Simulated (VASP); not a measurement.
# Cd in VASP: further runs

The runs below take Cd through single point, with PBE, PBEsol, r2SCAN.

All numbers are computed with VASP 6.6.1; they aren't measurements. Logs are shortened: lines on timing, memory, paths and dates and some standing lists are left out, and cuts for length are marked.

**1. The cell of the first run**

Symmetry: P6_3/mmc, No. 194, hexagonal system. Conventional cell: a = 2.979 Å, b = 2.979 Å, c = 5.842 Å, α = 90.00°, β = 90.00°, γ = 120.00°. Cd (site symmetry -6m2) has 12 Cd at 2.98 to 3.39 Å within 3.9 Å.

**2. Single point, PBE**

Input file INCAR:

```
PREC     = Accurate       # precision mode
ENCUT    = 520            # plane-wave cutoff, eV
EDIFF    = 1E-6           # SCF threshold, eV
ISMEAR   = -1             # smearing method
SIGMA    = 0.05           # smearing width, eV
LREAL    = F              # projectors in reciprocal space
LASPH    = T              # aspherical terms in the spheres
NELM     = 100            # most SCF steps
ALGO     = Normal         # electronic algorithm
ISIF     = 2              # what is computed and relaxed
LWAVE    = F              # write WAVECAR
LCHARG   = F              # write CHGCAR
GGA      = PE             # functional
NBANDS   = 19             # bands
```

Input file KPOINTS:

```
Automatic mesh
0
Gamma
  9 9 4
```

Input file POSCAR:

```
Cd
1.0
    2.9788700000      0.0000000000      0.0000000000
   -1.4894350000      2.5797770946      0.0000000000
    0.0000000000      0.0000000000      5.8423560000
Cd
2
Direct
    0.6666666667      0.3333333333      0.7500000000
    0.3333333333      0.6666666667      0.2500000000
```

Potentials or basis: VASP PAW PBE potentials, release 64 (Cd).

Command:

```sh
$ cat potpaw_PBE.64/Cd/POTCAR > POTCAR
$ mpirun -np 1 vasp_std > vasp.out
```

OUTCAR:

```text
PREC = Accurate
   ENCUT = 520
   EDIFF = 1E-6
   ISMEAR = -1
   LREAL = F
   LASPH = T
   NELM = 100
   ISIF = 2
   GGA = PE

 ion  position               nearest neighbor table
   1  0.667  0.333  0.750-   2 3.39   2 3.39   2 3.39   2 3.39   2 3.39   2 3.39
   2  0.333  0.667  0.250-   1 3.39   1 3.39   1 3.39   1 3.39   1 3.39   1 3.39

  LATTYP: Found a hexagonal cell.
 ALAT       =     2.9788700000
 C/A-ratio  =     1.9612658491

  Lattice vectors:

 A1 = (   2.9788700000,   0.0000000000,   0.0000000000)
 A2 = (  -1.4894350000,   2.5797770946,   0.0000000000)
 A3 = (   0.0000000000,   0.0000000000,   5.8423560000)

Analysis of symmetry for initial positions (statically):
=====================================================================
 Subroutine PRICEL returns:
 Original cell was already a primitive cell.

 Routine SETGRP: Setting up the symmetry group for a
 hexagonal supercell.

 Subroutine GETGRP returns: Found 24 space group operations
 (whereof 12 operations were pure point group operations)
 out of a pool of 24 trial point group operations.

The static configuration has the point symmetry D_3d.
 The point group associated with its full space group is D_6h.

Analysis of symmetry for dynamics (positions and initial velocities):
=====================================================================
 Subroutine PRICEL returns:
 Original cell was already a primitive cell.

 Routine SETGRP: Setting up the symmetry group for a
 hexagonal supercell.

 Subroutine GETGRP returns: Found 24 space group operations
 (whereof 12 operations were pure point group operations)
 out of a pool of 24 trial point group operations.

The dynamic configuration has the point symmetry D_3d.
 The point group associated with its full space group is D_6h.

 Subroutine INISYM returns: Found 24 space group operations
 (whereof 12 operations are pure point group operations),
 and found     1 'primitive' translations

----------------------------------------------------------------------------------------

                                     Primitive cell

  volume of cell :      44.8975

  direct lattice vectors                    reciprocal lattice vectors
     2.978870000  0.000000000  0.000000000     0.335697765  0.193815195  0.000000000
    -1.489435000  2.579777095  0.000000000     0.000000000  0.387630389  0.000000000
     0.000000000  0.000000000  5.842356000     0.000000000  0.000000000  0.171163825

  length of vectors
     2.978870000  2.978870000  5.842356000     0.387630390  0.387630389  0.171163825

  position of ions in fractional coordinates (direct lattice)
     0.666666667  0.333333333  0.750000000
     0.333333333  0.666666667  0.250000000

  ion indices of the primitive-cell ions
   primitive index   ion index
                 1           1
                 2           2

----------------------------------------------------------------------------------------

 KPOINTS: Automatic mesh

Automatic generation of k-mesh.
 Grid dimensions read from file:
 generate k-points for:    9    9    4

 Generating k-lattice:

  Cartesian coordinates                     Fractional coordinates (reciprocal lattice)
     0.037299752  0.021535022  0.000000000     0.111111111  0.000000000  0.000000000
     0.000000000  0.043070043  0.000000000     0.000000000  0.111111111  0.000000000
     0.000000000  0.000000000  0.042790956     0.000000000  0.000000000  0.250000000

  Length of vectors
     0.043070043  0.043070043  0.042790956

  Shift w.r.t. Gamma in fractional coordinates (k-lattice)
     0.000000000  0.000000000  0.000000000

 Subroutine IBZKPT returns following result:
 ===========================================

 Found     36 irreducible k-points:

 Following reciprocal coordinates:
            Coordinates               Weight
  0.000000  0.000000  0.000000      1.000000
  0.111111 -0.000000  0.000000      6.000000
  0.222222 -0.000000  0.000000      6.000000
  0.333333 -0.000000  0.000000      6.000000
  0.444444 -0.000000  0.000000      6.000000
  0.111111  0.111111  0.000000      6.000000
[... 16 lines left out ...]
  0.333333  0.222222  0.250000     24.000000
  0.333333  0.333333  0.250000      4.000000
 [... further k-points ...]
   k-points           NKPTS =     36   k-points in BZ     NKDIM =     36   number of bands    NBANDS=     19
   number of dos      NEDOS =    301   number of ions     NIONS =      2
   total plane-waves  NPLWV =  27648
   dimension x,y,z NGX =    24 NGY =   24 NGZ =   48
   dimension x,y,z NGXF=    48 NGYF=   48 NGZF=   96
   ions per type =               2
   NGX,Y,Z   is equivalent  to a cutoff of  13.39, 13.39, 13.66 a.u.
   NGXF,Y,Z  is equivalent  to a cutoff of  26.79, 26.79, 27.32 a.u.
 SYSTEM =  unknown system
   PREC   = accura    normal or accurate (medium, high low for compatibility)
   ISTART =      0    job   : 0-new  1-cont  2-samecut
   ICHARG =      2    charge: 1-file 2-atom 10-const
   ISPIN  =      1    spin polarized calculation?
   LNONCOLLINEAR =      F non collinear calculations
   LSORBIT =      F    spin-orbit coupling
   LASPH  =      T    aspherical Exc in radial PAW
   ENCUT  =  520.0 eV  38.22 Ry    6.18 a.u.   5.54  5.54 10.86*2*pi/ulx,y,z
   NELM   =    100;   NELMIN=  2; NELMDL= -5     # of ELM steps
   EDIFF  = 0.1E-05   stopping-criterion for ELM
   LREAL  =      F    real-space projection
   EDIFFG = 0.1E-04   stopping-criterion for IOM
   NSW    =      0    number of steps for IOM
   IBRION =     -1    ionic relax: 0-MD 1-quasi-New 2-CG
   NFREE  =      0    steps in history (QN), initial steepest desc. (CG)
   ISIF   =      2    stress and relaxation
   ISYM   =      2    0-nonsym 1-usesym 2-fastsym
   POTIM  = 0.5000    time-step for ionic-motion
   TEBEG  =    0.0;   TEEND  =   0.0 temperature during run
   PSTRESS=    0.0 pullay stress
   NELECT =      24.0000    total number of electrons
   NUPDOWN=      -1.0000    fix difference up-down
   EMIN   =  10.00;   EMAX   =-10.00  energy-range for DOS
   EFERMI =   0.00;   METHOD = LEGACY
   ISMEAR =    -1;   SIGMA  =   0.05  broadening in eV -4-tet -1-fermi 0-gaus
   EFERMI_NEDOS =   21; number of points for ismear=-14 and -15
   IALGO  =     38    algorithm
   IMIX   =      4    mixing-type and parameters
     AMIX     =   0.40;   BMIX     =  1.00
     AMIX_MAG =   1.60;   BMIX_MAG =  1.00
  volume/ion in A,a.u.               =      22.45       151.49
  Fermi-wavevector in a.u.,A,eV,Ry     =   1.328632  2.510750 24.017856  1.765263
  Thomas-Fermi vector in A             =   2.457855
   LORBIT       =      0    0 simple, 1 ext, 2 COOP (PROOUT), +10 PAW based schemes
   GGA     = PE    functional components
[... 5 lines left out ...]
 non-spin polarized calculation
  energy-cutoff  :      520.00
  volume of cell :       44.90
 maximum number of plane-waves:      1245
 NGX is ok and might be reduce to    24

 number of electron      23.9999992 magnetization

 Free energy of the ion-electron system (eV)
  ---------------------------------------------------
  ext. energy  EPLUGINS =         0.00000000
  ---------------------------------------------------
  free energy    TOTEN  =        -1.47665768 eV

  energy without entropy =       -1.47049659  energy(sigma->0) =       -1.47357714

 E-fermi :   2.9167     XC(G=0): -10.8151

 val. band max:        2.6954554071   @ k =   0.1111  -0.0000   0.2500
 cond. band min:       2.9540994596   @ k =   0.3333   0.3333   0.0000
 fundamental gap:      0.2586440525
 Fermi energy:         2.9166806589

 k-point     1 :       0.0000    0.0000    0.0000
  band No.  band energies     occupation
      1      -7.0977      2.00000
      2      -6.9024      2.00000
      3      -6.5027      2.00000
      4      -6.5027      2.00000
      5      -6.4649      2.00000
      6      -6.4649      2.00000
[... 11 lines left out ...]
     18      17.8231      0.00000
     19      18.4729      0.00000

 k-point     2 :       0.1111   -0.0000    0.0000
  band No.  band energies     occupation
      1      -6.9803      2.00000
      2      -6.7985      2.00000
      3      -6.5456      2.00000
      4      -6.4983      2.00000
      5      -6.3913      2.00000
      6      -6.3565      2.00000
[... 11 lines left out ...]
     18      16.8618      0.00000
     19      18.4584      0.00000

 k-point     3 :       0.2222   -0.0000    0.0000
  band No.  band energies     occupation
      1      -6.9358      2.00000
      2      -6.7618      2.00000
      3      -6.5175      2.00000
      4      -6.3481      2.00000
      5      -6.3415      2.00000
      6      -6.1306      2.00000
[... 11 lines left out ...]
     18      15.1733      0.00000
     19      16.2284      0.00000

 k-point     4 :       0.3333   -0.0000    0.0000
  band No.  band energies     occupation
      1      -7.1059      2.00000
      2      -6.9477      2.00000
      3      -6.6569      2.00000
      4      -6.3304      2.00000
      5      -6.2823      2.00000
      6      -6.1422      2.00000
[... 11 lines left out ...]
     18      15.7916      0.00000
     19      15.8312      0.00000

 k-point     5 :       0.4444   -0.0000    0.0000
  band No.  band energies     occupation
      1      -7.2322      2.00000
      2      -7.0765      2.00000
      3      -6.8372      2.00000
      4      -6.4523      2.00000
      5      -6.1930      2.00000
      6      -6.1392      2.00000
[... 11 lines left out ...]
     18      15.4264      0.00000
     19      15.5746      0.00000
[... 334 lines left out ...]
      2      -6.9918      2.00000
      3      -6.8238      2.00000
      4      -6.5941      2.00000
      5      -6.2302      2.00000
      6      -5.9735      2.00000
[... 11 lines left out ...]
     18      11.9310      0.00000
     19      15.7458      0.00000

 k-point    22 :       0.2222    0.2222    0.2500
  band No.  band energies     occupation
      1      -6.7480      2.00000
      2      -6.7270      2.00000
      3      -6.5805      2.00000
      4      -6.5676      2.00000
      5      -6.3823      2.00000
      6      -6.2152      2.00000
[... 11 lines left out ...]
     18      12.1202      0.00000
     19      14.3616      0.00000

 k-point    23 :       0.3333    0.2222    0.2500
  band No.  band energies     occupation
      1      -6.7697      2.00000
      2      -6.7375      2.00000
      3      -6.6147      2.00000
      4      -6.5461      2.00000
      5      -6.3828      2.00000
      6      -6.1052      2.00000
[... 11 lines left out ...]
     18      10.8013      0.00000
     19      13.4312      0.00000

 k-point    24 :       0.3333    0.3333    0.2500
  band No.  band energies     occupation
      1      -6.6335      2.00000
      2      -6.5434      2.00000
      3      -6.5434      2.00000
      4      -6.3750      2.00000
      5      -6.3247      2.00000
      6      -6.3247      2.00000
[... 11 lines left out ...]
     18      10.1806      0.00000
     19      11.6043      0.00000

 [... further k-points ...]

------------------------ aborting loop because EDIFF is reached ----------------------------------------

  FORCE on cell =-STRESS in cart. coord.  units (eV):
  Direction    XX          YY          ZZ          XY          YZ          ZX
  --------------------------------------------------------------------------------------
  -------------------------------------------------------------------------------------
  Total        0.2775982      0.2775982      0.9168854      0.0000000     -0.0000000     -0.0000000
  in kB        9.9061629      9.9061629     32.7192906      0.0000000     -0.0000000     -0.0000000
  external PRESSURE =      17.5105388 kB  Pullay stress =       0.0000000 kB

 VOLUME and BASIS-vectors are now :
 -----------------------------------------------------------------------------
  energy-cutoff  :      520.00
  volume of cell :       44.90
      direct lattice vectors                 reciprocal lattice vectors
     2.978870000  0.000000000  0.000000000     0.335697765  0.193815195  0.000000000
    -1.489435000  2.579777095  0.000000000     0.000000000  0.387630389  0.000000000
     0.000000000  0.000000000  5.842356000     0.000000000  0.000000000  0.171163825

 POSITION                                       TOTAL-FORCE (eV/Angst)
 -----------------------------------------------------------------------------------
      1.48944      0.85993      4.38177        -0.000000      0.000000      0.000000
     -0.00000      1.71985      1.46059         0.000000     -0.000000      0.000000
 -----------------------------------------------------------------------------------
    total drift:                               -0.000000      0.000000     -0.000000

  FREE ENERGIE OF THE ION-ELECTRON SYSTEM (eV)
  ---------------------------------------------------
  free  energy   TOTEN  =        -1.4766576849 eV

  energy  without entropy=       -1.4704965894  energy(sigma->0) =       -1.47357714
```

It took 29 s on 1 thread of Intel Xeon 8259CL, shared host; peak memory 0.18 GiB.

What came out:

```yaml
Free_energy: -1.4767 eV
Pressure: 1.8 GPa
Band_gap_on_the_k_mesh: zero (bands 12 and 13 overlap by 4.19 eV)
```

Stress tensor (GPa, compression positive):
```
0.99 0.00 0.00
0.00 0.99 0.00
0.00 0.00 3.27
```

Levels at points of the mesh, in eV from the Fermi level:
| k point | band 8 | band 9 | band 10 | band 11 | band 12 | band 13 | band 14 | band 15 | band 16 | band 17 |
| --- | --- | --- | --- | --- | --- | --- | --- | --- | --- | --- |
| (0.00, 0.00, 0.00) | -8.86 | -8.79 | -8.68 | -8.68 | -3.67 | -3.19 | 9.13 | 13.36 | 14.43 | 14.91 |
| (0.00, 0.00, 0.50) | -8.76 | -8.76 | -8.76 | -7.43 | -7.43 | 2.81 | 2.81 | 14.73 | 14.73 | 15.77 |

**3. Single point, PBEsol (atoms moved at random)**

Input file INCAR:

```
SYSTEM = Cd
PREC = Accurate
ENCUT = 520
EDIFF = 1E-7
ISMEAR = -1
SIGMA = 0.05
LREAL = .FALSE.
LASPH = .TRUE.
NELM = 60
ALGO = Fast
ISIF = 2
LWAVE = .FALSE.
LCHARG = .FALSE.
GGA = PS
NBANDS = 19
```

Input file KPOINTS:

```
regular mesh
0
G
  10 10 5
  0 0 0
```

Input file POSCAR:

```
Cd
1.0
    2.9788700000      0.0000000000      0.0000000000
   -1.4894350000      2.5797770946      0.0000000000
    0.0000000000      0.0000000000      5.6176500000
Cd
2
Direct
    0.6558780000      0.3294790000      0.7612670000
    0.3121480000      0.6811190000      0.2579970000
```

Potentials or basis: VASP PAW PBE potentials, release 64 (Cd).

Command:

```sh
$ cat potpaw_PBE.64/Cd/POTCAR > POTCAR
$ mpirun -np 1 vasp_std > vasp.out
```

Run time: 5.1 min. Hardware: 1 thread of AMD EPYC 7R13, shared host; peak memory 0.26 GiB.

It converged, with:

* Free energy: -2.4091 eV
* Pressure: -1.2 GPa
* Largest force: 0.034 eV/Å
* Band gap on the k mesh: zero (bands 12 and 13 overlap by 4.08 eV)

Forces on the atoms (eV/Å):
```
Cd  -0.016  0.013 -0.027
Cd   0.016 -0.013  0.027
```

Stress tensor (GPa, compression positive):
```
-0.84 -0.09  0.01
-0.09 -0.98 -0.01
 0.01 -0.01 -1.72
```

Levels at points of the mesh, in eV from the Fermi level:
```csv
k point,band 8,band 9,band 10,band 11,band 12,band 13,band 14,band 15,band 16,band 17
"(0.00, 0.00, 0.00)",-8.54,-8.50,-8.29,-8.25,-2.93,-2.89,10.69,14.57,14.88,15.01
"(0.50, 0.00, 0.00)",-8.30,-8.00,-7.97,-2.21,-1.73,2.14,3.21,3.26,5.32,8.51
"(0.00, 0.50, 0.00)",-8.30,-8.00,-7.97,-2.20,-1.75,2.17,3.23,3.26,5.26,8.51
"(0.50, 0.50, 0.00)",-8.27,-8.00,-7.98,-2.25,-1.67,2.01,2.99,3.40,5.57,8.50
```

Caveat: the cell differs from its parent crystal (atoms moved at random); the PAW data sets were made with another functional, which shifts forces and pressure a little.

**4. Single point, PBE, non-collinear spin, zero start, spin-orbit coupling**

This run uses another cell than the first one, of 21.59 Å³/atom.

Input file INCAR:

```
SYSTEM = Cd
PREC = Accurate
ENCUT = 520
EDIFF = 1E-6
ISMEAR = -1
SIGMA = 0.05
LREAL = .False.
LASPH = .True.
NELM = 150
ALGO = Fast
ISIF = 2
LWAVE = .False.
LCHARG = .True.
MAGMOM = 0 0 0 0 0 0
LORBIT = 11
LSORBIT = .True.
GGA_COMPAT = .False.
LORBMOM = .True.
GGA = PE
LVHAR = .True.
NBANDS = 36
```

Input file KPOINTS:

```
Automatic mesh
0
Gamma
  10 10 5
  0 0 0
```

Input file POSCAR:

```
Cd
1.0
    2.9788700000      0.0000000000      0.0000000000
   -1.4894350000      2.5797770946      0.0000000000
    0.0000000000      0.0000000000      5.6176500000
Cd
2
Direct
    0.6666666667      0.3333333333      0.7500000000
    0.3333333333      0.6666666667      0.2500000000
```

Command:

```sh
$ cat potpaw_PBE.64/Cd/POTCAR > POTCAR
$ mpirun -np 1 vasp_ncl > vasp.out
```

Run time: 2.3 min. Hardware: 1 thread of Intel Xeon Platinum 8259CL at 2.50GHz (Skylake/Cascade Lake), shared host; peak memory 0.3 GiB.

Results (log left out):

```
Free energy                                           : -1.5414 eV
Pressure                                              : 3.1 GPa
Net moment                                            : 0.00 μB per cell
Valence electrons inside the program's atomic spheres : Cd 10.32
```

Stress tensor (GPa, compression positive):
```
3.74 0.00 0.00
0.00 3.74 0.00
0.00 0.00 1.85
```

Moments on the atoms (μB; x, y, z):
```
Cd  0.00 0.00 0.00
Cd  0.00 0.00 0.00
```

Caveat: the cell stands under pressure.

**5. Single point, r2SCAN**

This run uses another cell than the first one, of the same volume but with other edges.

Input file POSCAR:

```
Cd
1.0
    3.0180701533      0.0000000000      0.0000000000
   -1.5090350766      2.6137254232      0.0000000000
    0.0000000000      0.0000000000      5.6915749249
Cd
2
Direct
    0.6666666667      0.3333333333      0.7500000000
    0.3333333333      0.6666666667      0.2500000000
```

Input file INCAR.step1:

```
SYSTEM = Cd
ALGO = Normal
EDIFF = 1E-4
ENCUT = 520
GGA = PE
ISMEAR = -1
LASPH = .TRUE.
LCHARG = .FALSE.
LREAL = .FALSE.
LWAVE = .TRUE.
NBANDS = 19
NELM = 80
PREC = Accurate
SIGMA = 0.05
```

Input file INCAR.step2:

```
SYSTEM = Cd
ALGO = Normal
EDIFF = 1E-6
ENCUT = 520
ISIF = 2
ISMEAR = -1
ISTART = 1
LASPH = .TRUE.
LCHARG = .FALSE.
LMIXTAU = .TRUE.
LREAL = .FALSE.
LWAVE = .FALSE.
METAGGA = R2SCAN
NBANDS = 19
NELM = 80
PREC = Accurate
SIGMA = 0.05
```

Input file KPOINTS:

```
k-points
0
G
  10 10 5
  0 0 0
```

Command:

```sh
$ cat potpaw_PBE.64/Cd/POTCAR > POTCAR
$ cp INCAR.step1 INCAR
$ mpirun -np 1 vasp_std > vasp.out
$ cp INCAR.step2 INCAR
$ mpirun -np 1 vasp_std > vasp.out
```

Wall time 67 s (1 thread of Intel Xeon Platinum 8488C (Sapphire Rapids), shared host); peak memory 0.17 GiB.

Results (log left out):

* Free energy: -40.2062 eV
* Pressure: -1.3 GPa
* Band gap on the k mesh: zero (bands 12 and 13 overlap by 3.96 eV)

Stress tensor (GPa, compression positive):
```
-1.54  0.00  0.00
 0.00 -1.54  0.00
 0.00  0.00 -0.88
```

Levels at points of the mesh, in eV from the Fermi level:
```
           k point  band 9  band 10  band 11  band 12  band 13  band 14  band 15  band 16
(0.00, 0.00, 0.00)   -8.83    -8.78    -8.78    -3.10    -2.79    10.87    15.02    15.25
(0.50, 0.00, 0.00)   -8.50    -8.48    -2.22    -1.78     2.11     3.28     3.30     5.53
```

Caveat: the PAW data sets were made with another functional, which shifts forces and pressure a little.

**6. Summary**

```csv
level,spin,cell,k mesh,gap on the mesh (eV),pressure (GPa)
PBE,off,"a = 2.979, b = 2.979, c = 5.842 Å, angles 90.0, 90.0, 120.0°, 2 atoms, atomic positions A",9 × 9 × 4,none,1.8
PBEsol,off,"a = 2.979, b = 2.979, c = 5.618 Å, angles 90.0, 90.0, 120.0°, 2 atoms, atomic positions B",10 × 10 × 5,none,-1.2
PBE,"non-collinear, zero start, SOC","a = 2.979, b = 2.979, c = 5.618 Å, angles 90.0, 90.0, 120.0°, 2 atoms, atomic positions A",10 × 10 × 5,-,3.1
r2SCAN,off,"a = 3.018, b = 3.018, c = 5.692 Å, angles 90.0, 90.0, 120.0°, 2 atoms, atomic positions A",10 × 10 × 5,none,-1.3
```

Alike in all rows: task single point; potentials or basis VASP PAW PBE potentials, release 64 (Cd); cutoff (eV) 520; smearing fermi-dirac 0.05 eV.

Caveats: the PAW data sets were made with another functional, which shifts forces and pressure a little (at least some runs); the cell stands under pressure (at least some runs).

Total energies depend on the potentials used, so only differences within one code and one set of settings carry meaning.
